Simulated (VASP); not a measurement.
# Re (P6_3/mmc) in VASP: a series of runs

Aim: see how the results for Re move with the level of theory and the settings. Levels: revPBE, RPBE, PBE0. Tasks: single point, relaxation of cell and atoms.

All numbers are computed with VASP 6.6.1; they aren't measurements. Logs are shortened: lines on timing, memory, paths and dates and some standing lists are left out, and cuts for length are marked.

### Step 1. The cell of the first run

It takes space group P6_3/mmc (No. 194, hexagonal). The conventional cell has a = 2.761 Å, b = 2.761 Å, c = 4.458 Å, α = 90.00°, β = 90.00°, γ = 120.00°. Re (site symmetry -6m2) has 12 Re at 2.74 to 2.76 Å within 3.6 Å.

### Step 2. Single point, revPBE

INCAR reads:

```
SYSTEM = Re
PREC = Accurate
ENCUT = 520
EDIFF = 1E-6
ISMEAR = -1
SIGMA = 0.05
LREAL = .FALSE.
LASPH = .TRUE.
NELM = 60
ALGO = Fast
ISIF = 2
LWAVE = .FALSE.
LCHARG = .FALSE.
GGA = RE
NBANDS = 14
```

KPOINTS reads:

```
Automatic mesh
0
G
  11 11 6
  0 0 0
```

POSCAR reads:

```
Re
1.0
    2.7608000000      0.0000000000      0.0000000000
   -1.3804000000      2.3909229348      0.0000000000
    0.0000000000      0.0000000000      4.4582000000
Re
2
Direct
    0.6666666667      0.3333333333      0.7500000000
    0.3333333333      0.6666666667      0.2500000000
```

Potentials or basis: VASP PAW PBE potentials, release 64 (Re).

Command:

```console
$ cat potpaw_PBE.64/Re/POTCAR > POTCAR
$ mpirun -np 1 vasp_std > vasp.out
```

OUTCAR:

```text
SYSTEM = Re
   PREC = Accurate
   ENCUT = 520
   EDIFF = 1E-6
   ISMEAR = -1
   LREAL = .FALSE.
   LASPH = .TRUE.
   NELM = 60
   ISIF = 2
   GGA = RE

 ion  position               nearest neighbor table
   1  0.667  0.333  0.750-   2 2.74   2 2.74   2 2.74   2 2.74   2 2.74   2 2.74
   2  0.333  0.667  0.250-   1 2.74   1 2.74   1 2.74   1 2.74   1 2.74   1 2.74

  LATTYP: Found a hexagonal cell.
 ALAT       =     2.7608000000
 C/A-ratio  =     1.6148217908

  Lattice vectors:

 A1 = (   2.7608000000,   0.0000000000,   0.0000000000)
 A2 = (  -1.3804000000,   2.3909229348,   0.0000000000)
 A3 = (   0.0000000000,   0.0000000000,   4.4582000000)

Analysis of symmetry for initial positions (statically):
=====================================================================
 Subroutine PRICEL returns:
 Original cell was already a primitive cell.

 Routine SETGRP: Setting up the symmetry group for a
 hexagonal supercell.

 Subroutine GETGRP returns: Found 24 space group operations
 (whereof 12 operations were pure point group operations)
 out of a pool of 24 trial point group operations.

The static configuration has the point symmetry D_3d.
 The point group associated with its full space group is D_6h.

Analysis of symmetry for dynamics (positions and initial velocities):
=====================================================================
 Subroutine PRICEL returns:
 Original cell was already a primitive cell.

 Routine SETGRP: Setting up the symmetry group for a
 hexagonal supercell.

 Subroutine GETGRP returns: Found 24 space group operations
 (whereof 12 operations were pure point group operations)
 out of a pool of 24 trial point group operations.

The dynamic configuration has the point symmetry D_3d.
 The point group associated with its full space group is D_6h.

 Subroutine INISYM returns: Found 24 space group operations
 (whereof 12 operations are pure point group operations),
 and found     1 'primitive' translations

----------------------------------------------------------------------------------------

                                     Primitive cell

  volume of cell :      29.4280

  direct lattice vectors                    reciprocal lattice vectors
     2.760800000  0.000000000  0.000000000     0.362213851  0.209124264  0.000000000
    -1.380400000  2.390922935  0.000000000     0.000000000  0.418248529  0.000000000
     0.000000000  0.000000000  4.458200000     0.000000000  0.000000000  0.224305774

  length of vectors
     2.760800000  2.760800000  4.458200000     0.418248529  0.418248529  0.224305774

  position of ions in fractional coordinates (direct lattice)
     0.666666667  0.333333333  0.750000000
     0.333333333  0.666666667  0.250000000

  ion indices of the primitive-cell ions
   primitive index   ion index
                 1           1
                 2           2

----------------------------------------------------------------------------------------

 KPOINTS: Automatic mesh

Automatic generation of k-mesh.
 Grid dimensions read from file:
 generate k-points for:   11   11    6

 Generating k-lattice:

  Cartesian coordinates                     Fractional coordinates (reciprocal lattice)
     0.032928532  0.019011297  0.000000000     0.090909091 -0.000000000  0.000000000
     0.000000000  0.038022594  0.000000000     0.000000000  0.090909091  0.000000000
     0.000000000  0.000000000  0.037384296     0.000000000  0.000000000  0.166666667

  Length of vectors
     0.038022594  0.038022594  0.037384296

  Shift w.r.t. Gamma in fractional coordinates (k-lattice)
     0.000000000  0.000000000  0.000000000

 Subroutine IBZKPT returns following result:
 ===========================================

 Found     64 irreducible k-points:

 Following reciprocal coordinates:
            Coordinates               Weight
  0.000000  0.000000  0.000000      1.000000
  0.090909 -0.000000  0.000000      6.000000
  0.181818 -0.000000  0.000000      6.000000
  0.272727 -0.000000  0.000000      6.000000
  0.363636 -0.000000  0.000000      6.000000
  0.454545 -0.000000  0.000000      6.000000
[... 16 lines left out ...]
  0.090909  0.090909  0.166667     12.000000
  0.181818  0.090909  0.166667     24.000000
 [... further k-points ...]
   k-points           NKPTS =     64   k-points in BZ     NKDIM =     64   number of bands    NBANDS=     14
   number of dos      NEDOS =    301   number of ions     NIONS =      2
   total plane-waves  NPLWV =  20736
   dimension x,y,z NGX =    24 NGY =   24 NGZ =   36
   dimension x,y,z NGXF=    48 NGYF=   48 NGZF=   72
   ions per type =               2
   NGX,Y,Z   is equivalent  to a cutoff of  14.45, 14.45, 13.42 a.u.
   NGXF,Y,Z  is equivalent  to a cutoff of  28.90, 28.90, 26.85 a.u.
 SYSTEM =  Re
   PREC   = accura    normal or accurate (medium, high low for compatibility)
   ISTART =      0    job   : 0-new  1-cont  2-samecut
   ICHARG =      2    charge: 1-file 2-atom 10-const
[... 73 lines left out ...]
     10       8.5454      0.00001
     11      11.3038      0.00000
     12      11.3038      0.00000
     13      17.9709      0.00000
     14      22.0583      0.00000

 k-point     2 :       0.0909   -0.0000    0.0000
  band No.  band energies     occupation
      1      -1.5849      2.00000
      2       1.6342      2.00000
      3       5.7299      2.00000
      4       6.6739      2.00000
      5       6.8560      2.00000
      6       7.0163      2.00000
      7       7.3132      1.99999
      8       7.4931      1.99978
      9       7.8792      1.60187
     10       8.0736      0.15243
     11      11.4715      0.00000
     12      12.6154      0.00000
     13      17.9466      0.00000
     14      22.7936      0.00000

 k-point     3 :       0.1818   -0.0000    0.0000
  band No.  band energies     occupation
      1      -0.6589      2.00000
      2       2.3733      2.00000
      3       5.0591      2.00000
      4       5.6748      2.00000
      5       6.4052      2.00000
      6       7.3213      1.99999
      7       7.5708      1.99896
      8       7.6519      1.99474
      9       7.7018      1.98580
     10       8.3324      0.00093
     11      11.7994      0.00000
     12      14.8165      0.00000
     13      17.7381      0.00000
     14      24.2310      0.00000

 k-point     4 :       0.2727   -0.0000    0.0000
  band No.  band energies     occupation
      1       0.5782      2.00000
      2       2.7186      2.00000
      3       4.2705      2.00000
      4       4.9921      2.00000
      5       6.1811      2.00000
      6       6.7355      2.00000
      7       7.1835      2.00000
      8       8.8937      0.00000
      9       8.9508      0.00000
     10       9.5996      0.00000
     11      12.0737      0.00000
     12      17.0631      0.00000
     13      17.3318      0.00000
     14      22.3276      0.00000

 k-point     5 :       0.3636   -0.0000    0.0000
  band No.  band energies     occupation
      1       1.5875      2.00000
      2       2.3830      2.00000
      3       3.2740      2.00000
      4       5.4351      2.00000
      5       6.2816      2.00000
      6       6.7952      2.00000
      7       6.8030      2.00000
      8      10.5548      0.00000
      9      10.6778      0.00000
     10      11.0503      0.00000
     11      12.2345      0.00000
[... 276 lines left out ...]
 k-point    22 :       0.4545   -0.0000    0.1667
  band No.  band energies     occupation
      1       1.5927      2.00000
      2       2.1257      2.00000
      3       3.5187      2.00000
      4       4.6887      2.00000
      5       6.3079      2.00000
      6       7.1880      2.00000
      7       8.0853      0.12250
      8      11.3713      0.00000
      9      11.8437      0.00000
     10      12.3380      0.00000
     11      12.7198      0.00000
     12      15.3059      0.00000
     13      17.8056      0.00000
     14      19.8876      0.00000

 k-point    23 :       0.0909    0.0909    0.1667
  band No.  band energies     occupation
      1      -0.6537      2.00000
      2       2.2375      2.00000
      3       5.2297      2.00000
      4       5.4473      2.00000
      5       6.3779      2.00000
      6       6.8916      2.00000
      7       7.1074      2.00000
      8       7.6846      1.98991
      9       8.4204      0.00016
     10       8.4648      0.00007
     11      11.5685      0.00000
     12      13.3488      0.00000
     13      19.2229      0.00000
     14      23.4698      0.00000

 k-point    24 :       0.1818    0.0909    0.1667
  band No.  band energies     occupation
      1       0.3978      2.00000
      2       3.0256      2.00000
      3       4.3794      2.00000
      4       4.7260      2.00000
      5       5.9993      2.00000
      6       6.6854      2.00000
      7       7.2935      2.00000
      8       8.2417      0.00570
      9       8.9526      0.00000
     10       9.3433      0.00000
     11      11.7036      0.00000
     12      14.7608      0.00000
     13      19.1353      0.00000
     14      24.0248      0.00000

 [... further k-points ...]

------------------------ aborting loop because EDIFF is reached ----------------------------------------

  FORCE on cell =-STRESS in cart. coord.  units (eV):
  Direction    XX          YY          ZZ          XY          YZ          ZX
  --------------------------------------------------------------------------------------
  -------------------------------------------------------------------------------------
  Total        1.5107891      1.5107891      1.5660102      0.0000000      0.0000000      0.0000000
  in kB       82.2534956     82.2534956     85.2599553      0.0000000      0.0000000      0.0000000
  external PRESSURE =      83.2556488 kB  Pullay stress =       0.0000000 kB

 VOLUME and BASIS-vectors are now :
 -----------------------------------------------------------------------------
  energy-cutoff  :      520.00
  volume of cell :       29.43
      direct lattice vectors                 reciprocal lattice vectors
     2.760800000  0.000000000  0.000000000     0.362213851  0.209124264  0.000000000
    -1.380400000  2.390922935  0.000000000     0.000000000  0.418248529  0.000000000
     0.000000000  0.000000000  4.458200000     0.000000000  0.000000000  0.224305774

 POSITION                                       TOTAL-FORCE (eV/Angst)
 -----------------------------------------------------------------------------------
      1.38040      0.79697      3.34365         0.000000     -0.000000      0.000000
     -0.00000      1.59395      1.11455        -0.000000      0.000000      0.000000
 -----------------------------------------------------------------------------------
    total drift:                               -0.000000      0.000000     -0.000000

  FREE ENERGIE OF THE ION-ELECTRON SYSTEM (eV)
  ---------------------------------------------------
  free  energy   TOTEN  =       -23.8672092642 eV

  energy  without entropy=      -23.8531978965  energy(sigma->0) =      -23.86020358
```

It took 28 s on 1 thread of AMD EPYC 7R13 (Zen 3), shared host; peak memory 0.13 GiB.

Results:

* Free energy: -23.8672 eV
* Pressure: 8.3 GPa
* Band gap on the k mesh: zero (bands 7 and 8 overlap by 3.04 eV)

Caveat: the cell stands under pressure; the PAW data sets were made with another functional, which shifts forces and pressure a little; spin-orbit coupling is left out, which moves the levels of the heavy elements.

### Step 3. Single point, RPBE

This run uses another cell than the first one, of 15.11 Å³/atom.

INCAR reads:

```
PREC = Accurate ; ENCUT = 520
EDIFF = 1E-6 ; ISMEAR = -1
SIGMA = 0.05 ; LREAL = False
LASPH = True ; NELM = 100
ALGO = Normal ; ISIF = 2
LWAVE = False ; LCHARG = False
GGA = RP ; NBANDS = 14
```

KPOINTS reads:

```
regular mesh
0
Gamma
  11 11 6
```

POSCAR reads:

```
Re
1.0
    2.7841509882      0.0000000000      0.0000000000
   -1.3920754941      2.4111454837      0.0000000000
    0.0000000000      0.0000000000      4.5019255818
Re
2
Direct
    0.6666666667      0.3333333333      0.7500000000
    0.3333333333      0.6666666667      0.2500000000
```

Potentials or basis: VASP PAW PBE potentials, release 64 (Re).

Command:

```console
$ cat potpaw_PBE.64/Re/POTCAR > POTCAR
$ mpirun -np 1 vasp_std > vasp.out
```

It took 37 s on 1 thread of AMD EPYC 7R13 (Zen 3), shared host; peak memory 0.13 GiB.

Results (log left out):

```
Free energy            : -23.6400 eV
Pressure               : -0.7 GPa
Band gap on the k mesh : zero (bands 7 and 8 overlap by 2.89 eV)
```

Stress tensor (GPa, compression positive):
```
-0.65  0.00  0.00
 0.00 -0.65  0.00
 0.00  0.00 -0.86
```

Levels at points of the mesh, in eV from the Fermi level:
```
           k point  band 3  band 4  band 5  band 6  band 7  band 8  band 9  band 10  band 11  band 12
(0.00, 0.00, 0.00)   -1.53   -1.51   -1.51   -0.71   -0.71    0.19    0.19     0.53     3.23     3.23
(0.00, 0.00, 0.50)   -2.32   -2.32   -1.63   -1.63   -1.63   -1.63    2.44     2.44     2.44     2.44
```

Caveat: the PAW data sets were made with another functional, which shifts forces and pressure a little; spin-orbit coupling is left out, which moves the levels of the heavy elements.

### Step 4. Relaxation of cell and atoms, RPBE

INCAR reads:

```
ALGO = Normal ; EDIFF = 1E-6
EDIFFG = -0.01 ; ENCUT = 600
GGA = RP ; IBRION = 2
ISIF = 3 ; ISMEAR = -1
LASPH = True ; LCHARG = False
LREAL = False ; LWAVE = False
NELM = 80 ; NSW = 60
PREC = Accurate ; SIGMA = 0.05
```

KPOINTS reads:

```
k-points
0
Gamma
  11 11 6
```

POSCAR reads:

```
Re
1.0
    2.7608000000      0.0000000000      0.0000000000
   -1.3804000000      2.3909229348      0.0000000000
    0.0000000000      0.0000000000      4.4582000000
Re
2
Direct
    0.6666666667      0.3333333333      0.7500000000
    0.3333333333      0.6666666667      0.2500000000
```

Command:

```console
$ cat potpaw_PBE.64/Re/POTCAR > POTCAR
$ mpirun -np 1 vasp_std > vasp.out
```

It took 71 s on 1 thread of AMD EPYC 7R13 (Zen 3), shared host; peak memory 0.15 GiB.

It converged, with:

| Property | Result |
| --- | --- |
| Free energy | -23.6424 eV |
| Relaxed volume | 15.09 Å³/atom |
| Relaxed cell | a = 2.784 Å, b = 2.784 Å, c = 4.496 Å, α = 90.00°, β = 90.00°, γ = 120.00° |
| Space group after relaxing (to 0.1 Å) | P6_3/mmc (No. 194) |
| Energy gained by relaxing | 10.7 meV/atom |
| Ionic steps | 4 |
| Pressure after relaxing | 0.0 GPa |
| Band gap on the k mesh | zero (bands 7 and 8 overlap by 2.90 eV) |

Stress tensor (GPa, compression positive):
```
-0.09  0.00  0.00
 0.00 -0.09  0.00
 0.00  0.00  0.10
```

Step by step:
```tsv
step	energy change (eV)	largest force (eV/Å)	pressure (GPa)	volume (Å³)
1	0.0000	0.0000	9.48	29.43
2	0.2816	0.0000	-28.30	33.29
3	-0.0213	0.0000	-0.40	30.20
4	-0.0214	0.0000	-0.03	30.17
```

Final structure:
```yaml
crystal:
  lattice:
    - [2.78356, 0.00000, 0.00000]
    - [-1.39178, 2.41063, 0.00000]
    - [0.00000, 0.00000, 4.49632]
  atoms:
    - { symbol: Re, position: [0.66667, 0.33333, 0.75000] }
    - { symbol: Re, position: [0.33333, 0.66667, 0.25000] }
```

Levels at points of the mesh, in eV from the Fermi level:
```csv
k point,band 4,band 5,band 6,band 7,band 8,band 9,band 10,band 11
"(0.00, 0.00, 0.00)",-1.51,-1.51,-0.71,-0.71,0.19,0.19,0.54,3.24
"(0.00, 0.00, 0.50)",-2.32,-1.64,-1.64,-1.64,-1.64,2.45,2.45,2.45
```

Caveat: the PAW data sets were made with another functional, which shifts forces and pressure a little; spin-orbit coupling is left out, which moves the levels of the heavy elements. RPBE and its kin give volumes clearly too large for solids.

### Step 5. Single point, PBE0

POSCAR is that of step 4.

INCAR.step1 reads:

```
SYSTEM = Re
PREC = Accurate
ENCUT = 520
EDIFF = 1E-5
ISMEAR = -1
SIGMA = 0.05
LREAL = .False.
LASPH = .True.
NELM = 100
ALGO = Normal
ISIF = 2
LWAVE = .True.
LCHARG = .False.
GGA = PE
NBANDS = 14
```

INCAR.step2 reads:

```
SYSTEM = Re
PREC = Accurate
ENCUT = 520
EDIFF = 1E-7
ISMEAR = -1
SIGMA = 0.05
LREAL = .False.
LASPH = .True.
NELM = 100
ALGO = Normal
ISIF = 2
LWAVE = .False.
LCHARG = .False.
GGA = PE
LHFCALC = .True.
AEXX = 0.25
PRECFOCK = Normal
ISTART = 1
NBANDS = 14
```

KPOINTS reads:

```
Automatic mesh
0
Gamma
  6 6 3
  0 0 0
```

Command:

```console
$ cat potpaw_PBE.64/Re/POTCAR > POTCAR
$ cp INCAR.step1 INCAR
$ mpirun -np 1 vasp_std > vasp.out
$ cp INCAR.step2 INCAR
$ mpirun -np 1 vasp_std > vasp.out
```

It took 18 min on 1 thread of Intel Xeon Platinum 8488C (Sapphire Rapids), shared host; peak memory 0.17 GiB.

The run converged. Its results:

- Free energy: -31.2748 eV
- Pressure: -9.2 GPa
- Band gap on the k mesh: zero (bands 7 and 8 overlap by 3.84 eV)

Stress tensor (GPa, compression positive):
```
 -6.05   0.00   0.00
  0.00  -6.05   0.00
  0.00   0.00 -15.49
```

Levels at points of the mesh, in eV from the Fermi level:
| k point | band 3 | band 4 | band 5 | band 6 | band 7 | band 8 | band 9 | band 10 | band 11 | band 12 |
| --- | --- | --- | --- | --- | --- | --- | --- | --- | --- | --- |
| (0.00, 0.00, 0.00) | -2.08 | -2.08 | -2.05 | -1.01 | -1.01 | 0.72 | 0.72 | 0.89 | 4.53 | 4.53 |
| (0.50, 0.00, 0.00) | -6.21 | -2.48 | -2.26 | -1.85 | -0.93 | 5.21 | 5.69 | 5.79 | 7.42 | 8.45 |

Caveat: the k points lie up to 0.47 Å⁻¹ apart, too coarse for converged energies and pressures of a metal; the PAW data sets were made with another functional, which shifts forces and pressure a little; spin-orbit coupling is left out, which moves the levels of the heavy elements.

### Step 6. Overview

| task | level | cell | k mesh | cutoff (eV) | grid for exact exchange (PRECFOCK) | share of exact exchange | gap on the mesh (eV) | pressure (GPa) |
| --- | --- | --- | --- | --- | --- | --- | --- | --- |
| single point | revPBE | a = 2.761, b = 2.761, c = 4.458 Å, angles 90.0, 90.0, 120.0°, 2 atoms | 11 × 11 × 6 | 520 | - | - | none | 8.3 |
| single point | RPBE | a = 2.784, b = 2.784, c = 4.502 Å, angles 90.0, 90.0, 120.0°, 2 atoms | 11 × 11 × 6 | 520 | - | - | none | -0.7 |
| relaxation of cell and atoms | RPBE | relaxed from a = 2.761, b = 2.761, c = 4.458 Å, angles 90.0, 90.0, 120.0°, 2 atoms | 11 × 11 × 6 | 600 | - | - | none | 0.0 |
| single point | PBE0 | a = 2.761, b = 2.761, c = 4.458 Å, angles 90.0, 90.0, 120.0°, 2 atoms | 6 × 6 × 3 | 520 | Normal | 0.25 | none | -9.2 |

Alike in all rows: potentials or basis VASP PAW PBE potentials, release 64 (Re); no spin polarisation; smearing fermi-dirac 0.05 eV.

Caveats: some runs use coarse meshes; the PAW data sets were made with another functional, which shifts forces and pressure a little; spin-orbit coupling is left out, which moves the levels of the heavy elements; the cell stands under pressure (at least some runs).

Total energies depend on the potentials used, so only differences within one code and one set of settings carry meaning.
